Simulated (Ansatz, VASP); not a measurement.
# InP: VASP beside Ansatz

```
In P
1.0
     5.87852    0.00000    0.00000
     0.00000   -5.87852    0.00000
     0.00000    0.00000   -5.87852
In P
4 4
Cartesian
  0.0000 -5.8785 -5.8785
  2.9393 -2.9393 -5.8785
  2.9393 -5.8785 -2.9393
  0.0000 -2.9393 -2.9393
  1.4696 -1.4696 -1.4696
  4.4089 -4.4089 -1.4696
  4.4089 -1.4696 -4.4089
  1.4696 -4.4089 -4.4089
```

Alike in both runs: functional PBEsol; k mesh 6 × 6 × 6; occupations gaussian, width 0.01 eV; no spin polarisation.

Ansatz relaxed the structure, and its values are those at the end. VASP's run is a single point on that final structure, the one shown.

```csv
,VASP,Ansatz
version,VASP 6.6.1,Ansatz 0.2.0
potentials or method,"VASP PAW PBE potentials, release 64 (In_d, P), cutoff 520 eV","scalar-relativistic, plane waves, PAW"
valence electrons in the cell,72,72
```

```tsv
	VASP	Ansatz	Ansatz less VASP
gap on the k mesh at the Fermi level (eV)	0.57	0.57	+0.002
least direct gap on the mesh (eV)	0.57	0.57	+0.002
pressure (GPa)	0.0	0.0	+0.01
```

VASP's potentials were made for PBE, not for PBEsol. With one functional, cell and mesh, what is left measures potentials, basis and numerics.
